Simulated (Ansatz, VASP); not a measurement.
## Two plane-wave programs on SiO2

```
CELL_PARAMETERS angstrom
4.18541 0.00000 0.00000
0.00000 4.33190 0.00000
0.00000 0.00000 2.66874
ATOMIC_POSITIONS crystal
Si 0.50000 0.50000 0.50000
Si 0.00000 0.00000 0.00000
O 0.69389 0.69389 0.00000
O 0.19389 0.80611 0.50000
O 0.30611 0.30611 0.00000
O 0.80611 0.19389 0.50000
```

Change from the starting cell: strain +0.0350 x Voigt [0, 1, 0, 0, 0, 0], atoms carried along.

Alike in both runs: task single point; functional r2SCAN; k mesh 6 × 6 × 8; occupations gaussian, width 0.05 eV; no spin polarisation.

|  | VASP | Ansatz |
| --- | --- | --- |
| version | VASP 6.6.1 | Ansatz 0.2.0 |
| potentials or method | VASP PAW PBE potentials, release 64 (Si, O), cutoff 520 eV | scalar-relativistic, plane waves, PAW |
| valence electrons in the cell | 32 | 32 |

```tsv
	VASP	Ansatz	Ansatz less VASP
gap on the k mesh at the Fermi level (eV)	5.92	5.93	+0.007
least direct gap on the mesh (eV)	5.92	5.93	+0.007
pressure (GPa)	-9.6	-10.0	-0.36
traceless stress, the component that is largest in VASP (GPa)	-8.40	-8.10	+0.297
rms of the force components (eV/Å)	0.184	0.195	+0.0110
```

VASP's potentials were made for PBE, not for r2SCAN. Atom by atom the forces differ by 0.012 eV/Å (rms over components).
